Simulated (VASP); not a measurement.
# TiO2 (P4_2/mnm) in VASP: further runs

The runs below take TiO2 through single point, with PBE.

Everything below comes from runs of VASP 6.6.1. Logs are shortened: lines on timing, memory, paths and dates and some standing lists are left out, and cuts for length are marked.

## (1) The cell of the first run

The structure is tetragonal, space group P4_2/mnm (No. 136). The conventional cell has a = 4.318 Å, b = 4.318 Å, c = 3.201 Å, α = 90.00°, β = 90.00°, γ = 90.00°. Within 2.5 Å of Ti (site symmetry mmm) lie 6 O at 1.86 to 1.99 Å. Within 2.5 Å of O (site symmetry m2m) lie 3 Ti at 1.86 to 1.99 Å and 1 O at 2.38 Å.

## (2) Single point, PBE

File INCAR:

```
SYSTEM = TiO2
ALGO     = Normal         ! electronic algorithm
EDIFF    = 1E-6           ! SCF threshold, eV
ENCUT    = 520            ! plane-wave cutoff, eV
GGA      = PE             ! functional
ISIF     = 2              ! what is computed and relaxed
ISMEAR   = 0              ! smearing method
LASPH    = .TRUE.         ! aspherical terms in the spheres
LCHARG   = .TRUE.         ! write CHGCAR
LELF     = .TRUE.         ! ELF
LREAL    = .FALSE.        ! projectors in reciprocal space
LVHAR    = .TRUE.       
LWAVE    = .FALSE.        ! write WAVECAR
NBANDS   = 33             ! bands
NELM     = 80             ! most SCF steps
PREC     = Accurate       ! precision mode
SIGMA    = 0.05           ! smearing width, eV
```

File KPOINTS:

```
k-points
0
G
  6 6 10
  0 0 0
```

File POSCAR:

```
TiO2
1.0
    4.3184000000      0.0000000000      0.0000000000
    0.0000000000      4.3184000000      0.0000000000
    0.0000000000      0.0000000000      3.2010000000
Ti O
2 4
Direct
    0.0000000000      0.0000000000      0.0000000000
    0.5000000000      0.5000000000      0.5000000000
    0.3050970583      0.3050970583      0.0000000000
    0.1949029417      0.8050970583      0.5000000000
    0.6949029417      0.6949029417      0.0000000000
    0.8050970583      0.1949029417      0.5000000000
```

Potentials or basis: VASP PAW PBE potentials, release 64 (Ti_sv, O).

Run with:

```
$ cat potpaw_PBE.64/Ti_sv/POTCAR potpaw_PBE.64/O/POTCAR > POTCAR
$ mpirun -np 1 vasp_std > vasp.out
```

OUTCAR:

```text
SYSTEM = TiO2
   EDIFF = 1E-6
   ENCUT = 520
   GGA = PE
   ISIF = 2
   ISMEAR = 0
   LASPH = .TRUE.
   LREAL = .FALSE.
   NELM = 80
   PREC = Accurate

 ion  position               nearest neighbor table
   1  0.000  0.000  0.000-   3 1.86   5 1.86   4 1.99   6 1.99   4 1.99   6 1.99
   2  0.500  0.500  0.500-   4 1.86   6 1.86   5 1.99   3 1.99   3 1.99   5 1.99
   3  0.305  0.305  0.000-   1 1.86   2 1.99   2 1.99
   4  0.195  0.805  0.500-   2 1.86   1 1.99   1 1.99
   5  0.695  0.695  0.000-   1 1.86   2 1.99   2 1.99
   6  0.805  0.195  0.500-   2 1.86   1 1.99   1 1.99

  LATTYP: Found a simple tetragonal cell.
 ALAT       =     4.3184000000
 C/A-ratio  =     0.7412467581

  Lattice vectors:

 A1 = (   4.3184000000,   0.0000000000,   0.0000000000)
 A2 = (   0.0000000000,   4.3184000000,   0.0000000000)
 A3 = (   0.0000000000,   0.0000000000,   3.2010000000)

Analysis of symmetry for initial positions (statically):
=====================================================================
 Subroutine PRICEL returns:
 Original cell was already a primitive cell.

 Routine SETGRP: Setting up the symmetry group for a
 simple tetragonal supercell.

 Subroutine GETGRP returns: Found 16 space group operations
 (whereof  8 operations were pure point group operations)
 out of a pool of 16 trial point group operations.

The static configuration has the point symmetry D_2h.
 The point group associated with its full space group is D_4h.

Analysis of symmetry for dynamics (positions and initial velocities):
=====================================================================
 Subroutine PRICEL returns:
 Original cell was already a primitive cell.

 Routine SETGRP: Setting up the symmetry group for a
 simple tetragonal supercell.

 Subroutine GETGRP returns: Found 16 space group operations
 (whereof  8 operations were pure point group operations)
 out of a pool of 16 trial point group operations.

The dynamic configuration has the point symmetry D_2h.
 The point group associated with its full space group is D_4h.

 Subroutine INISYM returns: Found 16 space group operations
 (whereof  8 operations are pure point group operations),
 and found     1 'primitive' translations

----------------------------------------------------------------------------------------

                                     Primitive cell

  volume of cell :      59.6941

  direct lattice vectors                    reciprocal lattice vectors
     4.318400000  0.000000000  0.000000000     0.231567247  0.000000000  0.000000000
     0.000000000  4.318400000  0.000000000     0.000000000  0.231567247  0.000000000
     0.000000000  0.000000000  3.201000000     0.000000000  0.000000000  0.312402374

  length of vectors
     4.318400000  4.318400000  3.201000000     0.231567247  0.231567247  0.312402374

  position of ions in fractional coordinates (direct lattice)
     0.000000000  0.000000000  0.000000000
     0.500000000  0.500000000  0.500000000
     0.305097058  0.305097058  0.000000000
     0.194902942  0.805097058  0.500000000
     0.694902942  0.694902942  0.000000000
     0.805097058  0.194902942  0.500000000

  ion indices of the primitive-cell ions
   primitive index   ion index
                 1           1
                 2           2
                 3           3
                 4           4
                 5           5
                 6           6

----------------------------------------------------------------------------------------

 KPOINTS: k-points

Automatic generation of k-mesh.
 Grid dimensions read from file:
 generate k-points for:    6    6   10

 Generating k-lattice:

  Cartesian coordinates                     Fractional coordinates (reciprocal lattice)
     0.038594541  0.000000000  0.000000000     0.166666667  0.000000000  0.000000000
     0.000000000  0.038594541  0.000000000     0.000000000  0.166666667  0.000000000
     0.000000000  0.000000000  0.031240237     0.000000000  0.000000000  0.100000000

  Length of vectors
     0.038594541  0.038594541  0.031240237

  Shift w.r.t. Gamma in fractional coordinates (k-lattice)
     0.000000000  0.000000000  0.000000000

 Subroutine IBZKPT returns following result:
 ===========================================

 Found     60 irreducible k-points:

 Following reciprocal coordinates:
            Coordinates               Weight
  0.000000  0.000000  0.000000      1.000000
  0.166667  0.000000  0.000000      4.000000
  0.333333  0.000000  0.000000      4.000000
  0.500000  0.000000  0.000000      2.000000
  0.166667  0.166667  0.000000      4.000000
  0.333333  0.166667  0.000000      8.000000
[... 16 lines left out ...]
  0.333333  0.000000  0.200000      8.000000
  0.500000  0.000000  0.200000      4.000000
 [... further k-points ...]
   k-points           NKPTS =     60   k-points in BZ     NKDIM =     60   number of bands    NBANDS=     33
   number of dos      NEDOS =    301   number of ions     NIONS =      6
   total plane-waves  NPLWV =  24576
   dimension x,y,z NGX =    32 NGY =   32 NGZ =   24
   dimension x,y,z NGXF=    64 NGYF=   64 NGZF=   48
   ions per type =               2   4
   NGX,Y,Z   is equivalent  to a cutoff of  12.32, 12.32, 12.46 a.u.
   NGXF,Y,Z  is equivalent  to a cutoff of  24.64, 24.64, 24.93 a.u.
 SYSTEM =  TiO2
   PREC   = accura    normal or accurate (medium, high low for compatibility)
   ISTART =      0    job   : 0-new  1-cont  2-samecut
   ICHARG =      2    charge: 1-file 2-atom 10-const
   ISPIN  =      1    spin polarized calculation?
   LNONCOLLINEAR =      F non collinear calculations
   LSORBIT =      F    spin-orbit coupling
   LASPH  =      T    aspherical Exc in radial PAW
   ENCUT  =  520.0 eV  38.22 Ry    6.18 a.u.   8.03  8.03  5.95*2*pi/ulx,y,z
   NELM   =     80;   NELMIN=  2; NELMDL= -5     # of ELM steps
   EDIFF  = 0.1E-05   stopping-criterion for ELM
   LREAL  =      F    real-space projection
   EDIFFG = 0.1E-04   stopping-criterion for IOM
   NSW    =      0    number of steps for IOM
   IBRION =     -1    ionic relax: 0-MD 1-quasi-New 2-CG
   NFREE  =      0    steps in history (QN), initial steepest desc. (CG)
   ISIF   =      2    stress and relaxation
   ISYM   =      2    0-nonsym 1-usesym 2-fastsym
   POTIM  = 0.5000    time-step for ionic-motion
   TEBEG  =    0.0;   TEEND  =   0.0 temperature during run
   PSTRESS=    0.0 pullay stress
   NELECT =      48.0000    total number of electrons
   NUPDOWN=      -1.0000    fix difference up-down
   EMIN   =  10.00;   EMAX   =-10.00  energy-range for DOS
   EFERMI =   0.00;   METHOD = LEGACY
   ISMEAR =     0;   SIGMA  =   0.05  broadening in eV -4-tet -1-fermi 0-gaus
   EFERMI_NEDOS =   21; number of points for ismear=-14 and -15
   IALGO  =     38    algorithm
   IMIX   =      4    mixing-type and parameters
     AMIX     =   0.40;   BMIX     =  1.00
     AMIX_MAG =   1.60;   BMIX_MAG =  1.00
  volume/ion in A,a.u.               =       9.95        67.14
  Fermi-wavevector in a.u.,A,eV,Ry     =   1.522339  2.876804 31.531730  2.317517
  Thomas-Fermi vector in A             =   2.630932
   LORBIT       =      0    0 simple, 1 ext, 2 COOP (PROOUT), +10 PAW based schemes
   GGA     = PE    functional components
   LHFCALC =     F    Hartree Fock is set to
   AEXX    =    0.0000 exact exchange contribution
   IVDW    =     0    specifies the selected vdW correction
   LEPSILON=     F    determine dielectric tensor
   LRPA    =     F    only Hartree local field effects (RPA)
 non-spin polarized calculation
 Gauss-broadening in eV      SIGMA  =   0.05
  energy-cutoff  :      520.00
  volume of cell :       59.69
 maximum number of plane-waves:      1632
   NGX = 17   NGY = 17   NGZ = 11

 number of electron      48.0000003 magnetization

 Free energy of the ion-electron system (eV)
  ---------------------------------------------------
  ext. energy  EPLUGINS =         0.00000000
  ---------------------------------------------------
  free energy    TOTEN  =       -52.87531171 eV

  energy without entropy =      -52.87531171  energy(sigma->0) =      -52.87531171

 E-fermi :   5.7363     XC(G=0): -11.6982

 val. band max:        5.3550603890   @ k =   0.0000   0.0000   0.0000
 cond. band min:       7.4272135723   @ k =   0.0000   0.0000   0.0000
 fundamental gap:      2.0721531833
 Fermi energy:         5.7363195106

 k-point     1 :       0.0000    0.0000    0.0000
  band No.  band energies     occupation
      1     -51.4285      2.00000
      2     -51.4013      2.00000
      3     -27.7876      2.00000
      4     -27.7876      2.00000
      5     -27.6059      2.00000
      6     -27.5888      2.00000
[... 25 lines left out ...]
     32      12.0197      0.00000
     33      12.0197      0.00000

 k-point     2 :       0.1667    0.0000    0.0000
  band No.  band energies     occupation
      1     -51.4266      2.00000
      2     -51.4031      2.00000
      3     -27.7764      2.00000
      4     -27.7743      2.00000
      5     -27.6044      2.00000
      6     -27.6022      2.00000
[... 25 lines left out ...]
     32      11.8739      0.00000
     33      11.9149      0.00000

 k-point     3 :       0.3333    0.0000    0.0000
  band No.  band energies     occupation
      1     -51.4216      2.00000
      2     -51.4080      2.00000
      3     -27.7443      2.00000
      4     -27.7380      2.00000
      5     -27.6451      2.00000
      6     -27.6386      2.00000
[... 25 lines left out ...]
     32      11.5766      0.00000
     33      11.6606      0.00000

 k-point     4 :       0.5000    0.0000    0.0000
  band No.  band energies     occupation
      1     -51.4147      2.00000
      2     -51.4147      2.00000
      3     -27.6974      2.00000
      4     -27.6974      2.00000
      5     -27.6878      2.00000
      6     -27.6878      2.00000
[... 673 lines left out ...]
     32      11.2111      0.00000
     33      11.3400      0.00000

 k-point    23 :       0.3333    0.0000    0.2000
  band No.  band energies     occupation
      1     -51.4145      2.00000
      2     -51.4035      2.00000
      3     -27.7540      2.00000
      4     -27.7283      2.00000
      5     -27.6845      2.00000
      6     -27.6575      2.00000
[... 25 lines left out ...]
     32      11.0017      0.00000
     33      11.7948      0.00000

 k-point    24 :       0.5000    0.0000    0.2000
  band No.  band energies     occupation
      1     -51.4089      2.00000
      2     -51.4089      2.00000
      3     -27.7364      2.00000
      4     -27.7364      2.00000
      5     -27.6745      2.00000
      6     -27.6745      2.00000
[... 25 lines left out ...]
     32      10.7550      0.00000
     33      12.4458      0.00000

 [... further k-points ...]
[... 5 lines left out ...]
  --------------------------------------------------------------------------------------
  -------------------------------------------------------------------------------------
  Total        9.4692153      9.4692153     -2.7302682      0.0000000      0.0000000      0.0000000
  in kB      254.1517858    254.1517858    -73.2798366      0.0000000      0.0000000      0.0000000
  external PRESSURE =     145.0079116 kB  Pullay stress =       0.0000000 kB

 VOLUME and BASIS-vectors are now :
 -----------------------------------------------------------------------------
  energy-cutoff  :      520.00
  volume of cell :       59.69
      direct lattice vectors                 reciprocal lattice vectors
     4.318400000  0.000000000  0.000000000     0.231567247  0.000000000  0.000000000
     0.000000000  4.318400000  0.000000000     0.000000000  0.231567247  0.000000000
     0.000000000  0.000000000  3.201000000     0.000000000  0.000000000  0.312402374

 POSITION                                       TOTAL-FORCE (eV/Angst)
 -----------------------------------------------------------------------------------
      0.00000      0.00000      0.00000        -0.000000     -0.000000      0.000000
      2.15920      2.15920      1.60050        -0.000000     -0.000000      0.000000
      1.31753      1.31753      0.00000         0.105422      0.105422      0.000000
      0.84167      3.47673      1.60050        -0.105422      0.105422      0.000000
      3.00087      3.00087      0.00000        -0.105422     -0.105422     -0.000000
      3.47673      0.84167      1.60050         0.105422     -0.105422      0.000000
 -----------------------------------------------------------------------------------
    total drift:                               -0.000000      0.000000     -0.000000

  FREE ENERGIE OF THE ION-ELECTRON SYSTEM (eV)
  ---------------------------------------------------
  free  energy   TOTEN  =       -52.8753117130 eV

  energy  without entropy=      -52.8753117130  energy(sigma->0) =      -52.87531171
```

It took 39 s on 1 thread of Intel Xeon 6975P-C (Granite Rapids), shared host; peak memory 0.22 GiB.

Results:

```
Free energy            : -52.8753 eV
Pressure               : 14.5 GPa
Largest force          : 0.149 eV/Å
Band gap on the k mesh : 2.07 eV, direct
```

Forces on the atoms (eV/Å):
```
Ti   0.000  0.000  0.000
Ti   0.000  0.000  0.000
O    0.105  0.105  0.000
O   -0.105  0.105  0.000
O   -0.105 -0.105  0.000
O    0.105 -0.105  0.000
```

A k mesh can miss the band edges. Expect the measured gap to be larger: semilocal functionals such as PBE lack the derivative discontinuity.

(Part 1 of 2 ends here.)
